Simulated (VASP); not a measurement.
The system is CoO.

```
CELL_PARAMETERS angstrom
3.19765 0.00000 0.00000
-1.59882 2.76924 0.00000
0.00000 0.00000 5.22871
ATOMIC_POSITIONS crystal
Co 0.00000 0.00000 0.00347
Co 0.33333 0.66667 0.50336
O 0.00000 0.00000 0.37161
O 0.33333 0.66667 0.87156
```

Base run:

* Program: VASP 6.6.1
* Functional: PBE
* Potentials or basis: VASP PAW PBE potentials, release 64 (Co, O)
* Cutoff: 600 eV
* k mesh: 12 × 12 × 8
* Occupations: gaussian, width 0.02 eV
* Spin: no spin polarisation
* Hubbard terms: Co d U = 3.32 eV

Its results: band gap on the k mesh zero (bands 15 and 16 overlap by 1.42 eV); pressure -16.6 GPa; largest force 0.041 eV/Å.

**Question.** The run is repeated on the same cell with these changes: potentials or basis from VASP PAW PBE potentials, release 64 (Co, O) to VASP PAW PBE potentials, release 64 (Co_sv, O); cutoff from 600 eV to 700 eV; further incar settings from ALGO = Normal; EDIFF = 1e-06; NBANDS = 23 to ALGO = Normal; EDIFF = 1e-06; NBANDS = 31; valence electrons from 30 to 46. What comes out?

**Answer.** Band gap on the k mesh zero (bands 23 and 24 overlap by 1.39 eV); pressure -15.1 GPa; largest force 0.038 eV/Å.

Caveats: the run has no spin polarisation, though such a crystal can be magnetic; U without spin polarisation on a metal has little footing; the stress differs along the axes, from -19 to -12 GPa (at least some runs); the stress differs along the axes, from -18 to -10 GPa (at least some runs).
